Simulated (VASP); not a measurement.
# TaN (Fm-3m) in VASP: notebook, part 2 of 2

VASP 6.6.1. The steps go on from the part before.

## Step 3: Elastic constants, PBE

INCAR

```
SYSTEM = TaN
ALGO = Normal ; EDIFF = 1E-8
ENCUT = 600 ; GGA = PE
IBRION = 6 ; ISIF = 3
ISMEAR = -1 ; LASPH = .TRUE.
LCHARG = .FALSE. ; LREAL = .FALSE.
LWAVE = .FALSE. ; NBANDS = 15
NELM = 80 ; NFREE = 2
NSW = 1 ; POTIM = 0.015
PREC = Accurate ; SIGMA = 0.05
```

KPOINTS

```
k-points
0
G
  7 7 7
  0 0 0
```

POSCAR

```
TaN
1.0
    0.0000000000      2.2113230000      2.2113230000
    2.2113230000      0.0000000000      2.2113230000
    2.2113230000      2.2113230000      0.0000000000
Ta N
1 1
Direct
    0.5000000000      0.5000000000      0.5000000000
    0.0000000000      0.0000000000      0.0000000000
```

Potentials or basis: VASP PAW PBE potentials, release 64 (Ta_pv, N).

Started as:

```
$ cat potpaw_PBE.64/Ta_pv/POTCAR potpaw_PBE.64/N/POTCAR > POTCAR
$ mpirun -np 1 vasp_std > vasp.out
```

OUTCAR:

```text
SYSTEM = TaN
   EDIFF = 1E-8
   ENCUT = 600
   GGA = PE
   IBRION = 6
   ISIF = 3
   ISMEAR = -1
   LASPH = .TRUE.
   LREAL = .FALSE.
   NELM = 80
   NFREE = 2
   NSW = 1
   POTIM = 0.015
   PREC = Accurate

 ion  position               nearest neighbor table
   1  0.500  0.500  0.500-   2 2.21   2 2.21   2 2.21   2 2.21   2 2.21   2 2.21
   2  0.000  0.000  0.000-   1 2.21   1 2.21   1 2.21   1 2.21   1 2.21   1 2.21

  LATTYP: Found a face centered cubic cell.
 ALAT       =     4.4226460000

  Lattice vectors:

 A1 = (   0.0000000000,   2.2113230000,   2.2113230000)
 A2 = (   2.2113230000,   0.0000000000,   2.2113230000)
 A3 = (   2.2113230000,   2.2113230000,   0.0000000000)

Analysis of symmetry for initial positions (statically):
=====================================================================
 Subroutine PRICEL returns:
 Original cell was already a primitive cell.

 Routine SETGRP: Setting up the symmetry group for a
 face centered cubic supercell.

 Subroutine GETGRP returns: Found 48 space group operations
 (whereof 48 operations were pure point group operations)
 out of a pool of 48 trial point group operations.

The static configuration has the point symmetry O_h .

Analysis of symmetry for dynamics (positions and initial velocities):
=====================================================================
 Subroutine PRICEL returns:
[... 793 lines left out ...]
  in kB       -6.2334701     -7.9384285     -7.9384285     -0.0000000      0.0000000     -0.0000000
  external PRESSURE =      -7.3701091 kB  Pullay stress =       0.0000000 kB
[... 17 lines left out ...]
  FREE ENERGIE OF THE ION-ELECTRON SYSTEM (eV)
  ---------------------------------------------------
  free  energy   TOTEN  =       -21.8548561417 eV

  energy  without entropy=      -21.8446585263  energy(sigma->0) =      -21.84975733

 INTERNAL STRAIN TENSORS FROM STRAINED CELLS
 ============================================

 INTERNAL STRAIN TENSOR FOR ION    1 for displacements in x,y,z  (eV/Angst):
          X           Y           Z          XY          YZ          ZX
  --------------------------------------------------------------------------------
  x    -0.00000     0.00000    -0.00000     0.00000     0.00000     0.00000
  y     0.00000     0.00000     0.00000     0.00000    -0.00000    -0.00000
  z     0.00000     0.00000    -0.00000    -0.00000     0.00000    -0.00000

 INTERNAL STRAIN TENSORS FROM DISPLACED ATOMS
 ============================================

 INTERNAL STRAIN TENSOR FOR ION    1 for displacements in x,y,z  (eV/Angst):
          X           Y           Z          XY          YZ          ZX
  --------------------------------------------------------------------------------
  x     0.00000     0.00000     0.00000     0.00000     0.00000     0.00000
  y     0.00000     0.00000     0.00000     0.00000     0.00000     0.00000
  z     0.00000     0.00000     0.00000     0.00000     0.00000     0.00000

 INTERNAL STRAIN TENSOR FOR ION    2 for displacements in x,y,z  (eV/Angst):
          X           Y           Z          XY          YZ          ZX
  --------------------------------------------------------------------------------
  x     0.00000     0.00000     0.00000     0.00000     0.00000     0.00000
  y     0.00000     0.00000     0.00000     0.00000     0.00000     0.00000
  z     0.00000     0.00000     0.00000     0.00000     0.00000     0.00000

 Eigenvectors and eigenvalues of the dynamical matrix
 ----------------------------------------------------

   1 f  =    7.729317 THz    48.564733 2PiTHz  257.822271 cm-1    31.965873 meV
             X         Y         Z           dx          dy          dz
      2.211323  2.211323  2.211323    -0.267990    0.000000    0.000000
      0.000000  0.000000  0.000000     0.963422   -0.000000    0.000000
[... 21 lines left out ...]
   6 f/i=    0.000003 THz     0.000019 2PiTHz    0.000102 cm-1     0.000013 meV
             X         Y         Z           dx          dy          dz
      2.211323  2.211323  2.211323    -0.000664    0.058703    0.961631
      0.000000  0.000000  0.000000    -0.000185    0.016329    0.267492

--------------------------------------------------------------------------------------------------------

 ELASTIC MODULI CONTR FROM IONIC RELAXATION (kBar)
 Direction    XX          YY          ZZ          XY          YZ          ZX
 --------------------------------------------------------------------------------
 XX           0.0000      0.0000      0.0000      0.0000      0.0000      0.0000
 YY           0.0000      0.0000      0.0000      0.0000      0.0000      0.0000
 ZZ           0.0000      0.0000      0.0000      0.0000      0.0000      0.0000
 XY           0.0000      0.0000      0.0000      0.0000      0.0000      0.0000
 YZ           0.0000      0.0000      0.0000      0.0000      0.0000      0.0000
 ZX           0.0000      0.0000      0.0000      0.0000      0.0000      0.0000
 --------------------------------------------------------------------------------

 TOTAL ELASTIC MODULI (kBar)
 Direction    XX          YY          ZZ          XY          YZ          ZX
 --------------------------------------------------------------------------------
 XX        7001.5949   1442.5905   1442.5905      0.0000      0.0000     -0.0000
 YY        1442.5905   7001.5949   1442.5905     -0.0000      0.0000     -0.0000
 ZZ        1442.5905   1442.5905   7001.5949      0.0000      0.0000     -0.0000
 XY           0.0000     -0.0000      0.0000    -25.0489      0.0000      0.0000
 YZ           0.0000      0.0000      0.0000      0.0000    -25.0489     -0.0000
 ZX          -0.0000     -0.0000     -0.0000      0.0000     -0.0000    -25.0489
 --------------------------------------------------------------------------------
```

OSZICAR:

```text
N       E                     dE             d eps       ncg     rms          rms(c)
DAV:   1     0.971417354478E+02    0.97142E+02   -0.94571E+03   600   0.127E+03
DAV:   2    -0.217811761091E+02   -0.11892E+03   -0.11175E+03   712   0.330E+02
[... 190 lines left out ...]
DAV:   3    -0.218548414574E+02    0.50038E-03   -0.11575E-03  1298   0.301E-01    0.363E-02
DAV:   4    -0.218548584241E+02   -0.16967E-04   -0.20025E-04  1270   0.109E-01    0.256E-02
DAV:   5    -0.218548564777E+02    0.19464E-05   -0.22345E-06  1515   0.183E-02    0.109E-02
DAV:   6    -0.218548561192E+02    0.35847E-06   -0.15532E-06  1354   0.129E-02    0.151E-03
DAV:   7    -0.218548561382E+02   -0.18958E-07   -0.15638E-07  1291   0.355E-03    0.913E-04
DAV:   8    -0.218548561417E+02   -0.35141E-08   -0.59119E-09   733   0.828E-04
  17 F= -.21854856E+02 E0= -.21849757E+02  d E =-.101976E-01
```

It took 2.4 min on 1 thread of Intel Xeon 6975P-C (Granite Rapids), shared host; peak memory 0.21 GiB.

What came out:

* Elastic constants C11, C12, C44: 700, 144, -3 GPa
* Voigt bulk modulus: 330 GPa
* Highest phonon frequency at Γ, LO-TO splitting left out: 258 cm⁻¹

Phonon frequencies in cm⁻¹ (negative: imaginary):
```csv
q point,frequencies
"(0.000, 0.000, 0.000)",0 0 0 258 258 258
```

Elastic tensor in Voigt notation (GPa, in the Cartesian axes of the cell as first typed):
```
700 144 144   0   0   0
144 700 144   0   0   0
144 144 700   0   0   0
  0   0   0  -3   0   0
  0   0   0   0  -3   0
  0   0   0   0   0  -3
```

Clamped-ion elastic tensor (GPa):
```
700 144 144   0   0   0
144 700 144   0   0   0
144 144 700   0   0   0
  0   0   0  -3   0   0
  0   0   0   0  -3   0
  0   0   0   0   0  -3
```

Caveat: the elastic tensor has a negative eigenvalue, so either the cell is unstable as it stands or the mesh is too thin; spin-orbit coupling is left out, which moves the levels of the heavy elements.

## Step 4: Vibrations by perturbation theory, PBE

INCAR

```
SYSTEM = TaN
ALGO = Normal ; EDIFF = 1E-8
ENCUT = 520 ; GGA = PE
IBRION = 8 ; ISIF = 2
ISMEAR = -1 ; LASPH = .TRUE.
LCHARG = .TRUE. ; LREAL = .FALSE.
LWAVE = .FALSE. ; NBANDS = 15
NELM = 60 ; NSW = 1
PREC = Accurate ; SIGMA = 0.05
```

KPOINTS is that of step 3.

POSCAR is that of step 3.

Potentials or basis: VASP PAW PBE potentials, release 64 (Ta_pv, N).

Started as:

```
$ cat potpaw_PBE.64/Ta_pv/POTCAR potpaw_PBE.64/N/POTCAR > POTCAR
$ mpirun -np 1 vasp_std > vasp.out
```

OUTCAR:

```text
SYSTEM = TaN
   EDIFF = 1E-8
   ENCUT = 520
   GGA = PE
   IBRION = 8
   ISIF = 2
   ISMEAR = -1
   LASPH = .TRUE.
   LREAL = .FALSE.
   NELM = 60
   NSW = 1
   PREC = Accurate

 ion  position               nearest neighbor table
   1  0.500  0.500  0.500-   2 2.21   2 2.21   2 2.21   2 2.21   2 2.21   2 2.21
   2  0.000  0.000  0.000-   1 2.21   1 2.21   1 2.21   1 2.21   1 2.21   1 2.21

  LATTYP: Found a face centered cubic cell.
 ALAT       =     4.4226460000

  Lattice vectors:

 A1 = (   0.0000000000,   2.2113230000,   2.2113230000)
 A2 = (   2.2113230000,   0.0000000000,   2.2113230000)
 A3 = (   2.2113230000,   2.2113230000,   0.0000000000)

Analysis of symmetry for initial positions (statically):
=====================================================================
 Subroutine PRICEL returns:
 Original cell was already a primitive cell.

 Routine SETGRP: Setting up the symmetry group for a
 face centered cubic supercell.

 Subroutine GETGRP returns: Found 48 space group operations
 (whereof 48 operations were pure point group operations)
 out of a pool of 48 trial point group operations.

The static configuration has the point symmetry O_h .

Analysis of symmetry for dynamics (positions and initial velocities):
=====================================================================
 Subroutine PRICEL returns:
 Original cell was already a primitive cell.

 Routine SETGRP: Setting up the symmetry group for a
 face centered cubic supercell.

 Subroutine GETGRP returns: Found 48 space group operations
 (whereof 48 operations were pure point group operations)
 out of a pool of 48 trial point group operations.

The dynamic configuration has the point symmetry O_h .

 Subroutine INISYM returns: Found 48 space group operations
 (whereof 48 operations are pure point group operations),
 and found     1 'primitive' translations

----------------------------------------------------------------------------------------

                                     Primitive cell

  volume of cell :      21.6265

  direct lattice vectors                    reciprocal lattice vectors
     0.000000000  2.211323000  2.211323000    -0.226108985  0.226108985  0.226108985
     2.211323000  0.000000000  2.211323000     0.226108985 -0.226108985  0.226108985
     2.211323000  2.211323000  0.000000000     0.226108985  0.226108985 -0.226108985

  length of vectors
     3.127282977  3.127282977  3.127282977     0.391632251  0.391632251  0.391632251

  position of ions in fractional coordinates (direct lattice)
     0.500000000  0.500000000  0.500000000
     0.000000000  0.000000000  0.000000000

  ion indices of the primitive-cell ions
   primitive index   ion index
[... 133 lines left out ...]
      7       5.6084      2.00000
      8       7.2816      2.00000
      9       7.2816      2.00000
     10       7.2816      2.00000
     11       9.3985      0.49945
     12       9.3985      0.49944
     13      10.7407      0.00000
     14      18.7488      0.00000
[... 331 lines left out ...]
      4      -7.3986      2.00000
      5       1.6309      2.00000
      6       2.6136      2.00000
      7       2.8144      2.00000
      8       8.4675      2.00000
      9      10.0060      0.00000
     10      12.5311      0.00000
     11      13.4431      0.00000
     12      14.1856      0.00000
     13      18.8295      0.00000
     14      20.4669      0.00000
     15      21.1959      0.00000

------------------------ aborting loop because EDIFF is reached ----------------------------------------

  FORCE on cell =-STRESS in cart. coord.  units (eV):
  Direction    XX          YY          ZZ          XY          YZ          ZX
  --------------------------------------------------------------------------------------
  -------------------------------------------------------------------------------------
  Total       -0.0906416     -0.0906416     -0.0906416     -0.0000000     -0.0000000      0.0000000
  in kB       -6.7150900     -6.7150900     -6.7150900     -0.0000000     -0.0000000      0.0000000
  external PRESSURE =      -6.7150900 kB  Pullay stress =       0.0000000 kB

 VOLUME and BASIS-vectors are now :
 -----------------------------------------------------------------------------
  energy-cutoff  :      520.00
  volume of cell :       21.63
      direct lattice vectors                 reciprocal lattice vectors
     0.000000000  2.211323000  2.211323000    -0.226108985  0.226108985  0.226108985
     2.211323000  0.000000000  2.211323000     0.226108985 -0.226108985  0.226108985
     2.211323000  2.211323000  0.000000000     0.226108985  0.226108985 -0.226108985

 POSITION                                       TOTAL-FORCE (eV/Angst)
 -----------------------------------------------------------------------------------
      2.21132      2.21132      2.21132         0.000000      0.000000      0.000000
      0.00000      0.00000      0.00000        -0.000000     -0.000000     -0.000000
 -----------------------------------------------------------------------------------
    total drift:                                0.000000     -0.000000     -0.000000

  FREE ENERGIE OF THE ION-ELECTRON SYSTEM (eV)
  ---------------------------------------------------
  free  energy   TOTEN  =       -21.8529265368 eV

  energy  without entropy=      -21.8423945776  energy(sigma->0) =      -21.84766056

[... ionic steps 2 to 3 ...]

--------------------------------------- Ionic step        4  -------------------------------------------

------------------------ aborting loop because EDIFF is reached ----------------------------------------

[... ionic steps 5 to 6 ...]

--------------------------------------- Ionic step        7  -------------------------------------------

 Free energy of the ion-electron system (eV)
  ---------------------------------------------------
  ---------------------------------------------------
  free energy    TOTEN  =        -0.23597739 eV

  energy without entropy =       -0.23597739

------------------------ aborting loop because EDIFF is reached ----------------------------------------

 INTERNAL STRAIN TENSOR  FOR ION    2  DIRECTION 1   (eV/Angst):
 -----------------------------------------------------------------------------
     1.02866 -0.00000 -0.00000
     0.00000 -0.51362  0.00000
    -0.00000  0.00000 -0.51362

 INTERNAL STRAIN TENSOR FOR ION    2 for displacements in x,y,z  (eV/Angst):
          X           Y           Z          XY          YZ          ZX
  --------------------------------------------------------------------------------
  x     0.00000     0.00000     0.00000     0.00000     0.00000     0.00000
  y     0.00000     0.00000     0.00000     0.00000     0.00000     0.00000
  z     0.00000     0.00000     0.00000     0.00000     0.00000     0.00000

 SECOND DERIVATIVES (NOT SYMMETRIZED)
 ------------------------------------
               1X          1Y          1Z          2X          2Y          2Z
  1X    -3.079800    0.000000    0.000000    3.079800    0.000000    0.000000
  1Y     0.000000   -3.079800    0.000000    0.000000    3.079800    0.000000
  1Z     0.000000    0.000000   -3.079800    0.000000    0.000000    3.079800
  2X     3.084227    0.000000    0.000000   -3.084227    0.000000    0.000000
  2Y     0.000000    3.084227    0.000000    0.000000   -3.084227    0.000000
  2Z     0.000000    0.000000    3.084227    0.000000    0.000000   -3.084227

 Eigenvectors and eigenvalues of the dynamical matrix
 ----------------------------------------------------

   1 f  =    7.615626 THz    47.850390 2PiTHz  254.029942 cm-1    31.495685 meV
             X         Y         Z           dx          dy          dz
      2.211323  2.211323  2.211323    -0.267812    0.000000    0.000000
      0.000000  0.000000  0.000000     0.963471    0.000000    0.000000
[... 21 lines left out ...]
   6 f/i=    0.001411 THz     0.008868 2PiTHz    0.047076 cm-1     0.005837 meV
             X         Y         Z           dx          dy          dz
      2.211323  2.211323  2.211323     0.000000    0.000000    0.963471
      0.000000  0.000000  0.000000     0.000000    0.000000    0.267812

--------------------------------------------------------------------------------------------------------

 ELASTIC MODULI CONTR FROM IONIC RELAXATION (kBar)
 Direction    XX          YY          ZZ          XY          YZ          ZX
 --------------------------------------------------------------------------------
 XX           0.0000      0.0000      0.0000      0.0000      0.0000      0.0000
 YY           0.0000      0.0000      0.0000      0.0000      0.0000      0.0000
 ZZ           0.0000      0.0000      0.0000      0.0000      0.0000      0.0000
 XY           0.0000      0.0000      0.0000      0.0000      0.0000      0.0000
 YZ           0.0000      0.0000      0.0000      0.0000      0.0000      0.0000
 ZX           0.0000      0.0000      0.0000      0.0000      0.0000      0.0000
 --------------------------------------------------------------------------------
```

stdout:

```text
POSCAR found type information on POSCAR TaN
 POSCAR found :  2 types and       2 ions
 scaLAPACK will be used
 LDA part: xc-table for (Slater+PW92), standard interpolation
 POSCAR, INCAR and KPOINTS ok, starting setup
 FFT: planning ... GRIDC
 FFT: planning ... GRID_SOFT
 FFT: planning ... GRID
 WAVECAR not read
 entering main loop
 Linear response reoptimize wavefunctions to high precision
 Linear response DOF=           2
 Linear response progress:
 first order change of Fermi-energy   0.19828E-03
 force on displaced ion       1 direction 1 :  -3.080   0.000   0.000
 Linear response progress:
 first order change of Fermi-energy   0.16398E-03
 force on displaced ion       2 direction 1 :  -3.084   0.000   0.000
 Linear response finished
```

It took 48 s on 1 thread of AMD EPYC 7R13 (Zen 3), shared host; peak memory 0.14 GiB.

Results:

```
Highest phonon frequency at Γ, LO-TO splitting left out : 254 cm⁻¹
```

Phonon frequencies in cm⁻¹ (negative: imaginary):
| q point | frequencies |
| --- | --- |
| (0.000, 0.000, 0.000) | 0 0 0 254 254 254 |

Caveat: spin-orbit coupling is left out, which moves the levels of the heavy elements.
